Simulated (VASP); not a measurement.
Al: relaxation of cell and atoms with PBE

Al:

```
CELL_PARAMETERS angstrom
-3.23410 3.23410 3.23410
3.23410 -3.23410 3.23410
3.23410 3.23410 -3.23410
ATOMIC_POSITIONS crystal
Al 0.00000 0.00000 0.00000
Al 0.50000 0.50000 0.00000
Al 0.50000 0.00000 0.50000
Al 0.00000 0.50000 0.50000
Al 0.50000 0.50000 0.50000
Al 0.00000 0.00000 0.50000
Al 0.00000 0.50000 0.00000
Al 0.50000 0.00000 0.00000
```

```yaml
Program: VASP 6.6.1
Task: relaxation of cell and atoms
Functional: PBE
Potentials_or_basis: VASP PAW PBE potentials, release 64 (Al)
Cutoff: 600 eV
k_mesh: 8 × 8 × 8
Occupations: gaussian, width 0.1 eV
Spin: no spin polarisation
Dipole_correction: no
Further_INCAR_settings: ALGO = Normal; EDIFF = 1e-06; IBRION = 2; EDIFFG = -0.015; NSW = 80; ISIF = 3
```

The pressure after relaxing is 0.1 GPa and the band gap on the k mesh is zero (band 12 reaches 9.22 eV, above the bottom of band 13 at 3.91 eV).

Final structure:
```yaml
crystal:
  lattice:
    - [-3.23410, 3.23410, 3.23410]
    - [3.23410, -3.23410, 3.23410]
    - [3.23410, 3.23410, -3.23410]
  atoms:
    - { symbol: Al, position: [0.00000, 0.00000, 0.00000] }
    - { symbol: Al, position: [0.50000, 0.50000, 0.00000] }
    - { symbol: Al, position: [0.50000, 0.00000, 0.50000] }
    - { symbol: Al, position: [0.00000, 0.50000, 0.50000] }
    - { symbol: Al, position: [0.50000, 0.50000, 0.50000] }
    - { symbol: Al, position: [0.00000, 0.00000, 0.50000] }
    - { symbol: Al, position: [0.00000, 0.50000, 0.00000] }
    - { symbol: Al, position: [0.50000, 0.00000, 0.00000] }
```

Levels at points of the mesh, in eV from the Fermi level:
```csv
k point,band 9,band 10,band 11,band 12,band 13,band 14,band 15,band 16
"(0.00, 0.00, 0.00)",-3.83,-3.83,-3.83,-3.83,-3.83,1.83,1.83,1.83
"(0.50, 0.00, 0.00)",-2.13,-2.13,0.71,0.71,0.71,0.71,1.29,1.29
"(0.50, 0.50, 0.50)",-0.93,-0.93,-0.93,-0.93,0.26,0.26,4.94,4.94
```

Wall time 53 s on 1 thread of Intel(R) Xeon(R) 6975P-C (Granite Rapids), on a shared host, peak memory 0.31 GiB.

Caveat: the relaxation stopped at its first step, so nothing moved.
